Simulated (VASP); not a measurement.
A run of VASP 6.6.1:

INCAR

```
SYSTEM = HfO2
ALGO     = Normal         ! electronic algorithm
EDIFF    = 1E-6           ! SCF threshold, eV
ENCUT    = 520            ! plane-wave cutoff, eV
GGA      = CA             ! functional
ISIF     = 2              ! what is computed and relaxed
ISMEAR   = 0              ! smearing method
LASPH    = .TRUE.         ! aspherical terms in the spheres
LCHARG   = .FALSE.        ! write CHGCAR
LREAL    = .FALSE.        ! projectors in reciprocal space
LWAVE    = .FALSE.        ! write WAVECAR
NBANDS   = 56             ! bands
NELM     = 100            ! most SCF steps
PREC     = Accurate       ! precision mode
SIGMA    = 0.01           ! smearing width, eV
```

File KPOINTS:

```
k-points
0
G
  4 4 4
  0 0 0
```

Contents of POSCAR:

```
HfO2
1.0
    5.1180000000      0.0000000000      0.0000000000
    0.0000000000      5.1857000000      0.0000000000
   -0.8586630600      0.0000000000      5.2138671400
Hf O
4 8
Direct
    0.2755000000      0.0397000000      0.2080000000
    0.7245000000      0.5397000000      0.2920000000
    0.7245000000      0.9603000000      0.7920000000
    0.2755000000      0.4603000000      0.7080000000
    0.4487000000      0.7581000000      0.4801000000
    0.5513000000      0.2581000000      0.0199000000
    0.5513000000      0.2419000000      0.5199000000
    0.4487000000      0.7419000000      0.9801000000
    0.0742000000      0.3316000000      0.3467000000
    0.9258000000      0.8316000000      0.1533000000
    0.9258000000      0.6684000000      0.6533000000
    0.0742000000      0.1684000000      0.8467000000
```

Potentials or basis: VASP PAW LDA potentials, release 64 (Hf_pv, O).

Launch:

```console
$ cat potpaw_LDA.64/Hf_pv/POTCAR potpaw_LDA.64/O/POTCAR > POTCAR
$ mpirun -np 1 vasp_std > vasp.out
```

Hardware: 1 thread of Intel(R) Xeon(R) 6975P-C (Granite Rapids), on a shared host.

Question: Estimate the wall time of this run.

Answer: It took 110 s on 1 thread of Intel(R) Xeon(R) 6975P-C (Granite Rapids) (shared host), peak memory 0.3 GiB. Counts: scf iterations 15, k points 30.
